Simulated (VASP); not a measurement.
Write the native input for VASP 6.6.1 that does the following.

- Task: single point
- Functional: PBE
- Potentials or basis: VASP PAW PBE potentials, release 64 (K_sv, Cl)
- Cutoff: 520 eV
- k mesh: 6 × 6 × 2
- Occupations: gaussian, width 0.01 eV
- Spin: no spin polarisation
- Dipole correction: no
- Further INCAR settings: ALGO = Normal; EDIFF = 1e-07; NBANDS = 24

The structure of KCl lies in POSCAR:

```
KCl
1.0
    5.3436722045      0.0000000000      0.0000000000
   -2.6718361022      4.6277558786      0.0000000000
    0.0000000000      0.0000000000      6.2390532212
K Cl
2 2
Direct
    0.3333333333      0.6666666667      0.2500000000
    0.6666666667      0.3333333333      0.7500000000
    0.6666666667      0.3333333333      0.2500000000
    0.3333333333      0.6666666667      0.7500000000
```

The input as run:

INCAR

```
SYSTEM = KCl
  PREC = Accurate
  ENCUT = 520
  EDIFF = 1E-7
  ISMEAR = 0
  SIGMA = 0.01
  LREAL = .FALSE.
  LASPH = .TRUE.
  NELM = 80
  ALGO = Normal
  ISIF = 2
  LWAVE = .FALSE.
  LCHARG = .TRUE.
  GGA = PE
  LELF = .TRUE.
  LVHAR = .TRUE.
  NBANDS = 24
```

KPOINTS

```
regular mesh
0
G
  6 6 2
  0 0 0
```

Potentials or basis: VASP PAW PBE potentials, release 64 (K_sv, Cl).

Run with:

```sh
$ cat potpaw_PBE.64/K_sv/POTCAR potpaw_PBE.64/Cl/POTCAR > POTCAR
$ mpirun -np 1 vasp_std > vasp.out
```

Results of the run:

```
Pressure               : 0.5 GPa
Band gap on the k mesh : 4.77 eV
```

Caveat: the k points lie up to 0.50 Å⁻¹ apart.

Run time: 120 s on 1 thread of Intel Xeon 8259CL, on a shared host, peak memory 0.26 GiB.
